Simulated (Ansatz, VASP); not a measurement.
**One calculation of P, two programs**

```
P
1.0
     4.28710    0.00000    0.00000
     0.00000    4.28710    0.00000
     0.00000    0.00000    4.39254
P
1
Direct
  0.00000 0.00000 0.00000
```

Change from the starting cell: volume scaled by 1.01, crystal datasets.

Alike in both runs: task electric field gradients; functional PBEsol; k mesh 10 × 10 × 9; occupations fermi-dirac, width 0.08 eV; no spin polarisation.

|  | VASP | Ansatz |
| --- | --- | --- |
| version | VASP 6.6.1 | Ansatz 0.2.0 |
| potentials or method | VASP PAW PBE potentials, release 64 (P), cutoff 400 eV | all-electron PAW with datasets made for the crystal, scalar-relativistic |

```csv
,VASP,Ansatz,Ansatz less VASP
pressure (GPa),-3.7,-3.7,0.00
"traceless stress, the component that is largest in VASP (GPa)",0.31,0.31,-0.001
size of Vzz on the site where it differs most (V/Å²),0.8,0.7,-0.06
```

VASP's potentials were made for PBE, not for PBEsol. Ansatz ran all-electron here, and VASP with PAW potentials.
